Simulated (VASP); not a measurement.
# Be3OsC2 (Cmmm) in VASP: notebook

Runs on Be3OsC2. Level: PBE. Tasks: single point.

All numbers are computed with VASP 6.6.1; they aren't measurements. Logs are shortened: lines on timing, memory, paths and dates and some standing lists are left out, and cuts for length are marked.

### 1 The cell of the first run

It takes space group Cmmm (No. 65, orthorhombic). Conventional cell: a = 4.336 Å, b = 7.571 Å, c = 2.966 Å, α = 90.00°, β = 90.00°, γ = 90.00°. Within 2.5 Å of Be (site symmetry m2m) lie 4 C at 1.88 Å and 4 Be at 2.10 to 2.32 Å and 1 Os at 2.30 Å. Within 2.8 Å of Be (site symmetry mmm) lie 4 Be at 2.10 Å and 4 C at 2.18 Å and 4 Os at 2.63 Å. Os (site symmetry mmm) has 10 Be at 2.30 to 2.63 Å and 8 C at 2.64 Å and 2 Os at 2.97 Å within 3.0 Å. Within 2.5 Å of C (site symmetry 2/m) lie 6 Be at 1.88 to 2.18 Å and 2 C at 2.17 Å.

### 2 Single point, PBE

File INCAR:

```
SYSTEM = Be3OsC2
ALGO     = Normal         ! electronic algorithm
EDIFF    = 1E-6           ! SCF threshold, eV
ENCUT    = 520            ! plane-wave cutoff, eV
GGA      = PE             ! functional
ISIF     = 2              ! what is computed and relaxed
ISMEAR   = 0              ! smearing method
LASPH    = .True.         ! aspherical terms in the spheres
LCHARG   = .False.        ! write CHGCAR
LREAL    = .False.        ! projectors in reciprocal space
LWAVE    = .False.        ! write WAVECAR
NBANDS   = 20             ! bands
NELM     = 100            ! most SCF steps
PREC     = Accurate       ! precision mode
SIGMA    = 0.1            ! smearing width, eV
```

File KPOINTS:

```
k-points
0
Gamma
  4 4 6
  0 0 0
```

File POSCAR:

```
Be3OsC2
1.0
    2.1677748303     -3.7853776499      0.0000000000
    2.1677748303      3.7853776499      0.0000000000
    0.0000000000      0.0000000000      2.9661825368
Be Os C
3 1 2
Direct
    0.1960627724      0.8039372276      0.0000000000
    0.8039372276      0.1960627724      0.0000000000
    0.0000000000      0.0000000000      0.5000000000
    0.5000000000      0.5000000000      0.0000000000
    0.0000000000      0.5000000000      0.5000000000
    0.5000000000      0.0000000000      0.5000000000
```

Potentials or basis: VASP PAW PBE potentials, release 64 (Be, Os, C).

Started as:

```
$ cat potpaw_PBE.64/Be/POTCAR potpaw_PBE.64/Os/POTCAR potpaw_PBE.64/C/POTCAR > POTCAR
$ mpirun -np 1 vasp_std > vasp.out
```

OUTCAR:

```text
SYSTEM = Be3OsC2
   EDIFF = 1E-6
   ENCUT = 520
   GGA = PE
   ISIF = 2
   ISMEAR = 0
   LASPH = .True.
   LREAL = .False.
   NELM = 100
   PREC = Accurate

 ion  position               nearest neighbor table
   1  0.196  0.804  0.000-   5 1.88   6 1.88   5 1.88   6 1.88   3 2.10   3 2.10   4 2.30   2 2.32
                             2 2.32   4 2.63   4 2.63
   2  0.804  0.196  0.000-   5 1.88   6 1.88   5 1.88   6 1.88   3 2.10   3 2.10   4 2.30   1 2.32
                             1 2.32   4 2.63   4 2.63
   3  0.000  0.000  0.500-   1 2.10   2 2.10   1 2.10   2 2.10   5 2.18   6 2.18   5 2.18   6 2.18
                             4 2.63   4 2.63   4 2.63   4 2.63
   4  0.500  0.500  0.000-   1 2.30   2 2.30   3 2.63   3 2.63   3 2.63   3 2.63   1 2.63   2 2.63
                             1 2.63   2 2.63   6 2.64   6 2.64   6 2.64   5 2.64   5 2.64   5 2.64
   5  0.000  0.500  0.500-   1 1.88   2 1.88   1 1.88   2 1.88   3 2.18   3 2.18   4 2.64   4 2.64
                             4 2.64   4 2.64
   6  0.500  0.000  0.500-   1 1.88   2 1.88   1 1.88   2 1.88   3 2.18   3 2.18   4 2.64   4 2.64
                             4 2.64   4 2.64

  LATTYP: Found a base centered orthorhombic cell.
 ALAT       =     4.3355496606
 B/A-ratio  =     1.7462042630
 C/A-ratio  =     0.6841537450

  Lattice vectors:

 A1 = (   2.1677748303,  -3.7853776499,   0.0000000000)
 A2 = (   2.1677748303,   3.7853776499,   0.0000000000)
 A3 = (   0.0000000000,   0.0000000000,   2.9661825368)

Analysis of symmetry for initial positions (statically):
=====================================================================
 Subroutine PRICEL returns:
 Original cell was already a primitive cell.

 Routine SETGRP: Setting up the symmetry group for a
 base centered orthorhombic supercell.

 Subroutine GETGRP returns: Found  8 space group operations
 (whereof  8 operations were pure point group operations)
 out of a pool of  8 trial point group operations.

The static configuration has the point symmetry D_2h.

Analysis of symmetry for dynamics (positions and initial velocities):
=====================================================================
 Subroutine PRICEL returns:
 Original cell was already a primitive cell.

 Routine SETGRP: Setting up the symmetry group for a
 base centered orthorhombic supercell.

 Subroutine GETGRP returns: Found  8 space group operations
 (whereof  8 operations were pure point group operations)
 out of a pool of  8 trial point group operations.

The dynamic configuration has the point symmetry D_2h.

 Subroutine INISYM returns: Found  8 space group operations
 (whereof  8 operations are pure point group operations),
 and found     1 'primitive' translations

----------------------------------------------------------------------------------------

                                     Primitive cell

  volume of cell :      48.6801

  direct lattice vectors                    reciprocal lattice vectors
     2.167774830 -3.785377650  0.000000000     0.230651262 -0.132087217  0.000000000
     2.167774830  3.785377650  0.000000000     0.230651262  0.132087217  0.000000000
     0.000000000  0.000000000  2.966182537     0.000000000  0.000000000  0.337133668

  length of vectors
     4.362147598  4.362147598  2.966182537     0.265795104  0.265795104  0.337133668

  position of ions in fractional coordinates (direct lattice)
     0.196062772  0.803937228  0.000000000
     0.803937228  0.196062772  0.000000000
     0.000000000  0.000000000  0.500000000
     0.500000000  0.500000000  0.000000000
     0.000000000  0.500000000  0.500000000
     0.500000000  0.000000000  0.500000000

  ion indices of the primitive-cell ions
   primitive index   ion index
                 1           1
                 2           2
                 3           3
                 4           4
                 5           5
                 6           6

----------------------------------------------------------------------------------------

 KPOINTS: k-points

Automatic generation of k-mesh.
 Grid dimensions read from file:
 generate k-points for:    4    4    6

 Generating k-lattice:

  Cartesian coordinates                     Fractional coordinates (reciprocal lattice)
     0.057662815 -0.033021804  0.000000000     0.250000000  0.000000000  0.000000000
     0.057662815  0.033021804  0.000000000     0.000000000  0.250000000  0.000000000
     0.000000000  0.000000000  0.056188945     0.000000000  0.000000000  0.166666667

  Length of vectors
     0.066448776  0.066448776  0.056188945

  Shift w.r.t. Gamma in fractional coordinates (k-lattice)
     0.000000000  0.000000000  0.000000000

 Subroutine IBZKPT returns following result:
 ===========================================

 Found     28 irreducible k-points:

 Following reciprocal coordinates:
            Coordinates               Weight
  0.000000  0.000000  0.000000      1.000000
  0.250000  0.000000  0.000000      4.000000
  0.500000  0.000000  0.000000      2.000000
  0.250000  0.250000  0.000000      2.000000
  0.500000  0.250000  0.000000      4.000000
 -0.250000  0.250000  0.000000      2.000000
[... 16 lines left out ...]
  0.250000  0.000000  0.500000      4.000000
  0.500000  0.000000  0.500000      2.000000
 [... further k-points ...]
   k-points           NKPTS =     28   k-points in BZ     NKDIM =     28   number of bands    NBANDS=     20
   number of dos      NEDOS =    301   number of ions     NIONS =      6
   total plane-waves  NPLWV =  24576
   dimension x,y,z NGX =    32 NGY =   32 NGZ =   24
   dimension x,y,z NGXF=    64 NGYF=   64 NGZF=   48
   ions per type =               3   1   2
   NGX,Y,Z   is equivalent  to a cutoff of  12.20, 12.20, 13.45 a.u.
   NGXF,Y,Z  is equivalent  to a cutoff of  24.39, 24.39, 26.90 a.u.
 SYSTEM =  Be3OsC2
   PREC   = accura    normal or accurate (medium, high low for compatibility)
   ISTART =      0    job   : 0-new  1-cont  2-samecut
   ICHARG =      2    charge: 1-file 2-atom 10-const
   ISPIN  =      1    spin polarized calculation?
   LNONCOLLINEAR =      F non collinear calculations
   LSORBIT =      F    spin-orbit coupling
   LASPH  =      T    aspherical Exc in radial PAW
   ENCUT  =  520.0 eV  38.22 Ry    6.18 a.u.   8.11  8.11  5.52*2*pi/ulx,y,z
   NELM   =    100;   NELMIN=  2; NELMDL= -5     # of ELM steps
   EDIFF  = 0.1E-05   stopping-criterion for ELM
   LREAL  =      F    real-space projection
   EDIFFG = 0.1E-04   stopping-criterion for IOM
   NSW    =      0    number of steps for IOM
   IBRION =     -1    ionic relax: 0-MD 1-quasi-New 2-CG
   NFREE  =      0    steps in history (QN), initial steepest desc. (CG)
   ISIF   =      2    stress and relaxation
   ISYM   =      2    0-nonsym 1-usesym 2-fastsym
   POTIM  = 0.5000    time-step for ionic-motion
   TEBEG  =    0.0;   TEEND  =   0.0 temperature during run
   PSTRESS=    0.0 pullay stress
   NELECT =      22.0000    total number of electrons
   NUPDOWN=      -1.0000    fix difference up-down
   EMIN   =  10.00;   EMAX   =-10.00  energy-range for DOS
   EFERMI =   0.00;   METHOD = LEGACY
   ISMEAR =     0;   SIGMA  =   0.10  broadening in eV -4-tet -1-fermi 0-gaus
   EFERMI_NEDOS =   21; number of points for ismear=-14 and -15
   IALGO  =     38    algorithm
   IMIX   =      4    mixing-type and parameters
     AMIX     =   0.40;   BMIX     =  1.00
     AMIX_MAG =   1.60;   BMIX_MAG =  1.00
  volume/ion in A,a.u.               =       8.11        54.75
  Fermi-wavevector in a.u.,A,eV,Ry     =   1.256315  2.374092 21.474457  1.578328
  Thomas-Fermi vector in A             =   2.390029
   LORBIT       =      0    0 simple, 1 ext, 2 COOP (PROOUT), +10 PAW based schemes
   GGA     = PE    functional components
   LHFCALC =     F    Hartree Fock is set to
   AEXX    =    0.0000 exact exchange contribution
   IVDW    =     0    specifies the selected vdW correction
   LEPSILON=     F    determine dielectric tensor
   LRPA    =     F    only Hartree local field effects (RPA)
 non-spin polarized calculation
 Gauss-broadening in eV      SIGMA  =   0.10
  energy-cutoff  :      520.00
  volume of cell :       48.68
 maximum number of plane-waves:      1330
   NGX = 17   NGY = 17   NGZ = 11

 number of electron      22.0000002 magnetization

 Free energy of the ion-electron system (eV)
  ---------------------------------------------------
  ext. energy  EPLUGINS =         0.00000000
  ---------------------------------------------------
  free energy    TOTEN  =       -34.81650558 eV

  energy without entropy =      -34.80847636  energy(sigma->0) =      -34.81249097

 E-fermi :   8.6816     XC(G=0): -12.3586

 val. band max:        8.6258616854   @ k =   0.5000   0.5000   0.1667
 cond. band min:       8.7480604068   @ k =   0.5000   0.0000   0.1667
 fundamental gap:      0.1221987213
 Fermi energy:         8.6816477865

 k-point     1 :       0.0000    0.0000    0.0000
  band No.  band energies     occupation
      1      -7.1879      2.00000
      2      -2.0442      2.00000
      3       0.7101      2.00000
      4       2.2876      2.00000
      5       2.7210      2.00000
      6       4.1399      2.00000
[... 12 lines left out ...]
     19      15.7004      0.00000
     20      16.8422      0.00000

 k-point     2 :       0.2500    0.0000    0.0000
  band No.  band energies     occupation
      1      -6.6941      2.00000
      2      -3.4488      2.00000
      3       1.3427      2.00000
      4       2.3203      2.00000
      5       3.1209      2.00000
      6       4.0539      2.00000
[... 12 lines left out ...]
     19      16.5782      0.00000
     20      17.3013      0.00000
[... 465 lines left out ...]
      3      -0.9560      2.00000
      4       1.3843      2.00000
      5       2.3779      2.00000
      6       3.0430      2.00000
[... 12 lines left out ...]
     19      15.1283      0.00000
     20      18.2571      0.00000

 k-point    24 :       0.5000    0.0000    0.5000
  band No.  band energies     occupation
      1      -4.1426      2.00000
      2      -3.7865      2.00000
      3      -0.0327      2.00000
      4       0.8191      2.00000
      5       2.3239      2.00000
      6       4.0316      2.00000
[... 12 lines left out ...]
     19      15.8785      0.00000
     20      17.7807      0.00000

 [... further k-points ...]
[... 5 lines left out ...]
  --------------------------------------------------------------------------------------
  -------------------------------------------------------------------------------------
  Total        0.0124440      0.0888917      0.1275454      0.0000000      0.0000000      0.0000000
  in kB        0.4095629      2.9256386      4.1978233      0.0000000      0.0000000      0.0000000
  external PRESSURE =       2.5110082 kB  Pullay stress =       0.0000000 kB

 VOLUME and BASIS-vectors are now :
 -----------------------------------------------------------------------------
  energy-cutoff  :      520.00
  volume of cell :       48.68
      direct lattice vectors                 reciprocal lattice vectors
     2.167774830 -3.785377650  0.000000000     0.230651262 -0.132087217  0.000000000
     2.167774830  3.785377650  0.000000000     0.230651262  0.132087217  0.000000000
     0.000000000  0.000000000  2.966182537     0.000000000  0.000000000  0.337133668

 POSITION                                       TOTAL-FORCE (eV/Angst)
 -----------------------------------------------------------------------------------
      2.16777      2.30103      0.00000        -0.000000      0.010756      0.000000
      2.16777     -2.30103      0.00000        -0.000000     -0.010756     -0.000000
      0.00000      0.00000      1.48309        -0.000000     -0.000000     -0.000000
      2.16777      0.00000      0.00000         0.000000      0.000000     -0.000000
      1.08389      1.89269      1.48309        -0.000000      0.000000     -0.000000
      1.08389     -1.89269      1.48309        -0.000000      0.000000     -0.000000
 -----------------------------------------------------------------------------------
    total drift:                               -0.000000     -0.000000     -0.000000

  FREE ENERGIE OF THE ION-ELECTRON SYSTEM (eV)
  ---------------------------------------------------
  free  energy   TOTEN  =       -34.8165055795 eV

  energy  without entropy=      -34.8084763601  energy(sigma->0) =      -34.81249097
```

It took 40 s on 1 thread of Oxide Virtual Turin-like, shared host; peak memory 0.15 GiB.

Results:

```
Free energy            : -34.8165 eV
Pressure               : 0.3 GPa
Largest force          : 0.011 eV/Å
Band gap on the k mesh : zero (band 11 reaches 10.06 eV, above the bottom of band 12 at 8.23 eV)
```

Forces in eV/Å, atoms in the order of the input:
```
Be   0.000  0.011  0.000
Be   0.000 -0.011  0.000
Be   0.000  0.000  0.000
Os   0.000  0.000  0.000
C    0.000  0.000  0.000
C    0.000  0.000  0.000
```

Levels at points of the mesh, in eV from the Fermi level:
```tsv
k point	band 8	band 9	band 10	band 11	band 12	band 13	band 14	band 15
(0.00, 0.00, 0.00)	-4.28	-1.00	-0.81	-0.54	-0.38	0.24	3.55	4.37
(0.50, 0.00, 0.00)	-2.65	-1.63	-1.52	-1.21	0.41	0.64	1.07	3.70
(0.50, 0.50, 0.00)	-1.95	-1.78	0.93	1.38	1.63	2.06	2.39	2.67
(0.00, 0.00, 0.50)	-5.32	0.90	1.08	1.14	1.39	2.34	2.44	3.07
(0.50, 0.00, 0.50)	-3.08	-2.28	-2.04	-0.76	-0.29	1.13	2.96	3.88
(0.50, 0.50, 0.50)	-3.49	-2.28	-1.98	-1.49	-0.38	2.01	5.24	5.30
```

Caveat: the k points lie up to 0.42 Å⁻¹ apart; spin-orbit coupling is left out, which moves the levels of the heavy elements.

### 3 Single point, PBE

This run uses another cell than the first one, of 10.11 Å³/atom, 1.246 times its volume.

File INCAR:

```
PREC = Accurate
ENCUT = 520
EDIFF = 1E-6
ISMEAR = 0
SIGMA = 0.1
LREAL = F
LASPH = T
NELM = 100
ALGO = Normal
ISIF = 2
LWAVE = F
LCHARG = F
GGA = PE
NBANDS = 20
```

File KPOINTS:

```
regular mesh
0
Gamma
  4 4 6
```

File POSCAR:

```
Be3OsC2
1.0
    2.2634108200     -3.7852666600      0.0000000000
    2.2634108200      3.7852666600      0.0000000000
    0.0000000000      0.0000000000      3.5391391300
Be Os C
3 1 2
Direct
    0.1610669000      0.8389331000      0.0000000000
    0.8389331000      0.1610669000      0.0000000000
    0.0000000000      0.0000000000      0.5000000000
    0.5000000000      0.5000000000      0.0000000000
    0.0000000000      0.5000000000      0.5000000000
    0.5000000000      0.0000000000      0.5000000000
```

Potentials or basis: VASP PAW PBE potentials, release 64 (Be, Os, C).

Started as:

```
$ cat potpaw_PBE.64/Be/POTCAR potpaw_PBE.64/Os/POTCAR potpaw_PBE.64/C/POTCAR > POTCAR
$ mpirun -np 1 vasp_std > vasp.out
```

Wall time 47 s (1 thread of Oxide Virtual Turin-like, shared host); peak memory 0.17 GiB.

The run converged. Its results:

| Item | Value |
| --- | --- |
| Free energy | -32.7196 eV |
| Pressure | -28.5 GPa |
| Largest force | 1.346 eV/Å |
| Band gap on the k mesh | zero (band 11 reaches 7.99 eV, above the bottom of band 12 at 5.28 eV) |

Forces on the atoms (eV/Å):
```
Be   0.000 -1.346  0.000
Be   0.000  1.346  0.000
Be   0.000  0.000  0.000
Os   0.000  0.000  0.000
C    0.000  0.000  0.000
C    0.000  0.000  0.000
```

Stress tensor (GPa, compression positive):
```
-26.04   0.00   0.00
  0.00 -27.95   0.00
  0.00   0.00 -31.44
```

Levels at points of the mesh, in eV from the Fermi level:
```
           k point  band 7  band 8  band 9  band 10  band 11  band 12  band 13  band 14  band 15  band 16
(0.00, 0.00, 0.00)   -3.44   -3.22   -1.17    -1.16    -1.05    -1.00     0.15     2.84     3.56     4.59
(0.50, 0.00, 0.00)   -2.46   -2.40   -1.49    -1.30    -0.51     0.10     0.11     0.97     2.43     2.80
(0.50, 0.50, 0.00)   -2.89   -2.08   -1.33    -0.06     0.91     1.08     1.50     1.59     2.08     3.02
(0.00, 0.00, 0.50)   -4.59   -4.32   -0.07     0.22     1.71     1.73     1.86     2.35     2.52     2.87
(0.50, 0.00, 0.50)   -3.19   -2.43   -1.80    -0.96    -0.61     0.16     0.17     2.36     2.94     4.20
(0.50, 0.50, 0.50)   -3.96   -2.20   -1.78    -1.20    -0.59     0.06     0.34     3.74     4.82     4.99
```

Caveat: the k points lie up to 0.40 Å⁻¹ apart; spin-orbit coupling is left out, which moves the levels of the heavy elements; forces of over 1 eV/Å act on the atoms, so gaps and moduli don't describe the material at rest.
